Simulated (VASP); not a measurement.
# CoSi2 (Fm-3m) in VASP: further runs

Runs on CoSi2. Level: PBE. Tasks: single point, relaxation of cell and atoms.

Everything below comes from runs of VASP 6.6.1. Logs are shortened: lines on timing, memory, paths and dates and some standing lists are left out, and cuts for length are marked.

### 1 The cell of the first run

It takes space group Fm-3m (No. 225, cubic). Conventional cell: a = 5.362 Å, b = 5.362 Å, c = 5.362 Å, α = 90.00°, β = 90.00°, γ = 90.00°. Within 3.1 Å of Co (site symmetry m-3m) lie 8 Si at 2.32 Å. Si (site symmetry -43m) has 4 Co at 2.32 Å and 6 Si at 2.68 Å within 3.1 Å.

### 2 Single point, PBE

Contents of INCAR:

```
SYSTEM = CoSi2
ALGO = Normal
EDIFF = 1E-7
ENCUT = 520
GGA = PE
ISIF = 2
ISMEAR = -1
LASPH = .TRUE.
LCHARG = .FALSE.
LREAL = .FALSE.
LWAVE = .FALSE.
NBANDS = 16
NELM = 60
PREC = Accurate
SIGMA = 0.15
```

Contents of KPOINTS:

```
k-points
0
G
  16 16 16
  0 0 0
```

Contents of POSCAR:

```
CoSi2
1.0
    0.0000000000      2.6809747392      2.6809747392
    2.6809747392      0.0000000000      2.6809747392
    2.6809747392      2.6809747392      0.0000000000
Co Si
1 2
Direct
    0.0000000000      0.0000000000      0.0000000000
    0.2500000000      0.2500000000      0.2500000000
    0.7500000000      0.7500000000      0.7500000000
```

Potentials or basis: VASP PAW PBE potentials, release 64 (Co, Si).

The run is started by

```console
cat potpaw_PBE.64/Co/POTCAR potpaw_PBE.64/Si/POTCAR > POTCAR
mpirun -np 1 vasp_std > vasp.out
```

OUTCAR:

```text
SYSTEM = CoSi2
   EDIFF = 1E-7
   ENCUT = 520
   GGA = PE
   ISIF = 2
   ISMEAR = -1
   LASPH = .TRUE.
   LREAL = .FALSE.
   NELM = 60
   PREC = Accurate

 ion  position               nearest neighbor table
   1  0.000  0.000  0.000-   3 2.32   3 2.32   3 2.32   2 2.32   3 2.32   2 2.32   2 2.32   2 2.32

   2  0.250  0.250  0.250-   1 2.32   1 2.32   1 2.32   1 2.32   3 2.68   3 2.68   3 2.68   3 2.68
                             3 2.68   3 2.68
   3  0.750  0.750  0.750-   1 2.32   1 2.32   1 2.32   1 2.32   2 2.68   2 2.68   2 2.68   2 2.68
                             2 2.68   2 2.68

  LATTYP: Found a face centered cubic cell.
 ALAT       =     5.3619494784

  Lattice vectors:

 A1 = (   0.0000000000,   2.6809747392,   2.6809747392)
 A2 = (   2.6809747392,   0.0000000000,   2.6809747392)
 A3 = (   2.6809747392,   2.6809747392,   0.0000000000)

Analysis of symmetry for initial positions (statically):
=====================================================================
 Subroutine PRICEL returns:
 Original cell was already a primitive cell.

 Routine SETGRP: Setting up the symmetry group for a
 face centered cubic supercell.

 Subroutine GETGRP returns: Found 48 space group operations
 (whereof 48 operations were pure point group operations)
 out of a pool of 48 trial point group operations.

The static configuration has the point symmetry O_h .

Analysis of symmetry for dynamics (positions and initial velocities):
=====================================================================
 Subroutine PRICEL returns:
 Original cell was already a primitive cell.

 Routine SETGRP: Setting up the symmetry group for a
 face centered cubic supercell.

 Subroutine GETGRP returns: Found 48 space group operations
 (whereof 48 operations were pure point group operations)
 out of a pool of 48 trial point group operations.

The dynamic configuration has the point symmetry O_h .

 Subroutine INISYM returns: Found 48 space group operations
 (whereof 48 operations are pure point group operations),
 and found     1 'primitive' translations

----------------------------------------------------------------------------------------

                                     Primitive cell

  volume of cell :      38.5397

  direct lattice vectors                    reciprocal lattice vectors
[... 81 lines left out ...]
   ISTART =      0    job   : 0-new  1-cont  2-samecut
   ICHARG =      2    charge: 1-file 2-atom 10-const
   ISPIN  =      1    spin polarized calculation?
   LNONCOLLINEAR =      F non collinear calculations
   LSORBIT =      F    spin-orbit coupling
   LASPH  =      T    aspherical Exc in radial PAW
   ENCUT  =  520.0 eV  38.22 Ry    6.18 a.u.   7.05  7.05  7.05*2*pi/ulx,y,z
   NELM   =     60;   NELMIN=  2; NELMDL= -5     # of ELM steps
   EDIFF  = 0.1E-06   stopping-criterion for ELM
   LREAL  =      F    real-space projection
   EDIFFG = 0.1E-05   stopping-criterion for IOM
   NSW    =      0    number of steps for IOM
   IBRION =     -1    ionic relax: 0-MD 1-quasi-New 2-CG
   NFREE  =      0    steps in history (QN), initial steepest desc. (CG)
   ISIF   =      2    stress and relaxation
   ISYM   =      2    0-nonsym 1-usesym 2-fastsym
   POTIM  = 0.5000    time-step for ionic-motion
   TEBEG  =    0.0;   TEEND  =   0.0 temperature during run
   PSTRESS=    0.0 pullay stress
   NELECT =      17.0000    total number of electrons
   NUPDOWN=      -1.0000    fix difference up-down
   EMIN   =  10.00;   EMAX   =-10.00  energy-range for DOS
   EFERMI =   0.00;   METHOD = LEGACY
   ISMEAR =    -1;   SIGMA  =   0.15  broadening in eV -4-tet -1-fermi 0-gaus
   EFERMI_NEDOS =   21; number of points for ismear=-14 and -15
   IALGO  =     38    algorithm
   IMIX   =      4    mixing-type and parameters
     AMIX     =   0.40;   BMIX     =  1.00
     AMIX_MAG =   1.60;   BMIX_MAG =  1.00
  volume/ion in A,a.u.               =      12.85        86.69
  Fermi-wavevector in a.u.,A,eV,Ry     =   1.246202  2.354980 21.130110  1.553019
  Thomas-Fermi vector in A             =   2.380390
   LORBIT       =      0    0 simple, 1 ext, 2 COOP (PROOUT), +10 PAW based schemes
   GGA     = PE    functional components
   LHFCALC =     F    Hartree Fock is set to
   AEXX    =    0.0000 exact exchange contribution
   IVDW    =     0    specifies the selected vdW correction
   LEPSILON=     F    determine dielectric tensor
   LRPA    =     F    only Hartree local field effects (RPA)
 non-spin polarized calculation
  energy-cutoff  :      520.00
  volume of cell :       38.54
 maximum number of plane-waves:      1056
   NGX = 15   NGY = 15   NGZ = 15

 number of electron      16.9999994 magnetization

 Free energy of the ion-electron system (eV)
  ---------------------------------------------------
  ext. energy  EPLUGINS =         0.00000000
  ---------------------------------------------------
  free energy    TOTEN  =       -19.33427759 eV

  energy without entropy =      -19.25170910  energy(sigma->0) =      -19.29299334

 E-fermi :  10.0714     XC(G=0): -11.7311

 val. band max:       10.0506787921   @ k =   0.4375   0.1875   0.0625
 cond. band min:      10.0950405528   @ k =   0.3125   0.1250   0.0000
 fundamental gap:      0.0443617607
 Fermi energy:        10.0714009798

 k-point     1 :       0.0000    0.0000    0.0000
  band No.  band energies     occupation
      1      -3.0504      2.00000
      2       5.9828      2.00000
      3       5.9828      2.00000
      4       5.9828      2.00000
      5       8.1462      1.99999
      6       8.1462      1.99999
[... 433 lines left out ...]
      3       5.9823      2.00000
      4       6.0652      2.00000
      5       8.0537      2.00000
      6       8.1438      1.99999
[... 8 lines left out ...]
     15      15.3244      0.00000
     16      15.8985      0.00000

 [... further k-points ...]
[... 5 lines left out ...]
  --------------------------------------------------------------------------------------
  -------------------------------------------------------------------------------------
  Total       -0.0337284     -0.0337284     -0.0337284      0.0000000      0.0000000     -0.0000000
  in kB       -1.4021605     -1.4021605     -1.4021605      0.0000000      0.0000000     -0.0000000
  external PRESSURE =      -1.4021605 kB  Pullay stress =       0.0000000 kB

 VOLUME and BASIS-vectors are now :
 -----------------------------------------------------------------------------
  energy-cutoff  :      520.00
  volume of cell :       38.54
      direct lattice vectors                 reciprocal lattice vectors
     0.000000000  2.680974739  2.680974739    -0.186499333  0.186499333  0.186499333
     2.680974739  0.000000000  2.680974739     0.186499333 -0.186499333  0.186499333
     2.680974739  2.680974739  0.000000000     0.186499333  0.186499333 -0.186499333

 POSITION                                       TOTAL-FORCE (eV/Angst)
 -----------------------------------------------------------------------------------
      0.00000      0.00000      0.00000        -0.000000      0.000000     -0.000000
      1.34049      1.34049      1.34049        -0.000000     -0.000000     -0.000000
      4.02146      4.02146      4.02146         0.000000      0.000000      0.000000
 -----------------------------------------------------------------------------------
    total drift:                               -0.000000     -0.000000      0.000000

  FREE ENERGIE OF THE ION-ELECTRON SYSTEM (eV)
  ---------------------------------------------------
  free  energy   TOTEN  =       -19.3342775861 eV

  energy  without entropy=      -19.2517090988  energy(sigma->0) =      -19.29299334
```

OSZICAR:

```text
N       E                     dE             d eps       ncg     rms          rms(c)
DAV:   1     0.591283557524E+02    0.59128E+02   -0.68007E+03  4672   0.101E+03
DAV:   2    -0.176941779433E+02   -0.76823E+02   -0.68481E+02  5208   0.200E+02
DAV:   3    -0.207150140533E+02   -0.30208E+01   -0.29676E+01  6040   0.440E+01
DAV:   4    -0.207681568678E+02   -0.53143E-01   -0.53085E-01  5656   0.558E+00
DAV:   5    -0.207697778662E+02   -0.16210E-02   -0.16209E-02  5992   0.101E+00    0.144E+01
DAV:   6    -0.246406904500E+02   -0.38709E+01   -0.25268E+01  4944   0.104E+02    0.183E+01
DAV:   7    -0.193598385221E+02    0.52809E+01   -0.11422E+01  5856   0.817E+01    0.316E+00
DAV:   8    -0.193683212791E+02   -0.84828E-02   -0.78772E-01  5664   0.606E+00    0.197E+00
DAV:   9    -0.193343892039E+02    0.33932E-01   -0.96055E-02  5360   0.575E+00    0.506E-01
DAV:  10    -0.193345633955E+02   -0.17419E-03   -0.78231E-03  6496   0.148E+00    0.175E-01
DAV:  11    -0.193342454786E+02    0.31792E-03   -0.11506E-03  5928   0.643E-01    0.344E-02
DAV:  12    -0.193342798621E+02   -0.34384E-04   -0.10882E-04  5528   0.774E-02    0.199E-02
DAV:  13    -0.193342770118E+02    0.28504E-05   -0.94326E-06  6088   0.487E-02    0.872E-03
DAV:  14    -0.193342773881E+02   -0.37631E-06   -0.12156E-06  7232   0.105E-02    0.325E-03
DAV:  15    -0.193342775113E+02   -0.12318E-06   -0.72130E-08  3800   0.478E-03    0.958E-04
DAV:  16    -0.193342775861E+02   -0.74831E-07   -0.34744E-08  2848   0.214E-03
   1 F= -.19334278E+02 E0= -.19292993E+02  d E =-.825685E-01
```

Wall time 84 s (1 thread of Intel Xeon Platinum 8259CL at 2.50GHz (Skylake/Cascade Lake), shared host); peak memory 0.22 GiB.

Results:

```yaml
Free_energy: -19.3343 eV
Pressure: -0.1 GPa
```

### 3 Relaxation of cell and atoms, PBE

Contents of INCAR:

```
SYSTEM = CoSi2
PREC     = Accurate       ! precision mode
ENCUT    = 600            ! plane-wave cutoff, eV
EDIFF    = 1E-7           ! SCF threshold, eV
ISMEAR   = -1             ! smearing method
SIGMA    = 0.15           ! smearing width, eV
LREAL    = .False.        ! projectors in reciprocal space
LASPH    = .True.         ! aspherical terms in the spheres
NELM     = 100            ! most SCF steps
ALGO     = Normal         ! electronic algorithm
ISIF     = 3              ! what is computed and relaxed
LWAVE    = .False.        ! write WAVECAR
LCHARG   = .False.        ! write CHGCAR
GGA      = PE             ! functional
IBRION   = 2              ! ionic algorithm
NSW      = 80             ! ionic steps
EDIFFG   = -0.001         ! ionic threshold
```

Contents of KPOINTS:

```
regular mesh
0
Gamma
  16 16 16
  0 0 0
```

Contents of POSCAR:

```
CoSi2
1.0
    0.0000000000      2.6799218087      2.6799218087
    2.6799218087      0.0000000000      2.6799218087
    2.6799218087      2.6799218087      0.0000000000
Co Si
1 2
Direct
    0.0000000000      0.0000000000      0.0000000000
    0.2500000000      0.2500000000      0.2500000000
    0.7500000000      0.7500000000      0.7500000000
```

Potentials or basis: VASP PAW PBE potentials, release 64 (Co, Si).

The run is started by

```console
cat potpaw_PBE.64/Co/POTCAR potpaw_PBE.64/Si/POTCAR > POTCAR
mpirun -np 1 vasp_std > vasp.out
```

Wall time 2.8 min (1 thread of Intel Xeon Platinum 8259CL at 2.50GHz (Skylake/Cascade Lake), shared host); peak memory 0.24 GiB.

Results (log left out):

```
Free energy                            : -19.3342 eV
Relaxed volume                         : 12.83 Å³/atom
Relaxed cell                           : a = 3.790 Å, b = 3.790 Å, c = 3.790 Å, α = 60.00°, β = 60.00°, γ = 60.00°
Space group after relaxing (to 0.05 Å) : Fm-3m (No. 225)
Energy gained by relaxing              : 0.0 meV/atom
Ionic steps                            : 4
Pressure after relaxing                : 0.0 GPa
```

Final structure:
```
Co Si
1.0
     0.00000    2.68015    2.68015
     2.68015    0.00000    2.68015
     2.68015    2.68015    0.00000
Co Si
1 2
Cartesian
  0.0000 2.6802 2.6802
  1.3401 1.3401 1.3401
  4.0202 4.0202 4.0202
```

Levels at points of the mesh, in eV from the Fermi level:
| k point | band 5 | band 6 | band 7 | band 8 | band 9 | band 10 | band 11 | band 12 |
| --- | --- | --- | --- | --- | --- | --- | --- | --- |
| (0.00, 0.00, 0.00) | -1.93 | -1.93 | 0.71 | 3.37 | 3.37 | 3.37 | 3.43 | 3.43 |
| (0.50, 0.00, 0.00) | -2.19 | -1.65 | -1.65 | -0.50 | -0.50 | 2.66 | 3.37 | 3.37 |
| (0.50, 0.50, 0.00) | -3.67 | -1.98 | -1.98 | -1.93 | -1.36 | 1.53 | 2.90 | 8.53 |
